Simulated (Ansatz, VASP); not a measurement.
**AlRu: VASP beside Ansatz**

INCAR

```
SYSTEM = AlRu
  PREC = Accurate
  ENCUT = 520
  EDIFF = 1E-7
  ISMEAR = 0
  SIGMA = 0.15
  LREAL = .FALSE.
  LASPH = .TRUE.
  NELM = 60
  ALGO = Fast
  ISIF = 2
  LWAVE = .FALSE.
  LCHARG = .FALSE.
  GGA = PE
  NBANDS = 16
```

File KPOINTS:

```
regular mesh
0
G
  16 16 16
  0 0 0
```

POSCAR

```
AlRu
1.0
    2.9916000000      0.0000000000      0.0000000000
    0.0000000000      2.9916000000      0.0000000000
    0.0000000000      0.0000000000      3.0813480000
Al Ru
1 1
Direct
    0.0000000000      0.0000000000      0.0000000000
    0.5000000000      0.5000000000      0.5000000000
```

Input for Ansatz:

```yaml
crystal:
  lattice:
    - [2.9916, 0.0, 0.0]
    - [0.0, 2.9916, 0.0]
    - [0.0, 0.0, 3.081348]
  atoms:
    - { symbol: Al, position: [0.0, 0.0, 0.0] }
    - { symbol: Ru, position: [0.5, 0.5, 0.5] }
basis:
  ecutwfc: 420
kpoints:
  mp_grid: { grid: [16, 16, 16] }
hamiltonian:
  xc: pbe
scf:
  occupations: { method: gaussian, width: 0.15 }
output:
  forces: true
  stress: true
  eigenvalues: true
```

Change from the starting cell: strain +0.0300 x Voigt [0, 0, 1, 0, 0, 0], atoms carried along.

Alike in both runs: task single point; functional PBE; k mesh 16 × 16 × 16; occupations gaussian, width 0.15 eV; no spin polarisation.

|  | VASP | Ansatz |
| --- | --- | --- |
| version | VASP 6.6.1 | Ansatz 0.2.0 |
| potentials or method | VASP PAW PBE potentials, release 64 (Al, Ru_pv), cutoff 520 eV | scalar-relativistic, plane waves, PAW |
| valence electrons in the cell | 17 | 19 |

VASP gave:

| Item | Value |
| --- | --- |
| gap on the k mesh at the Fermi level (eV) | none |
| pressure (GPa) | -3.3 |
| traceless stress, the component that is largest in VASP (GPa) | -3.05 |

Task: Which values does Ansatz return?

Result: gap on the k mesh at the Fermi level (eV): none; pressure (GPa): -3.2; traceless stress, the component that is largest in VASP (GPa): -3.04.

A gap of «none» marks a metal or a gap that the smearing closes. VASP's potentials hold 17 valence electrons a cell and Ansatz's 19, so a difference there can come from the potentials and not from the codes.
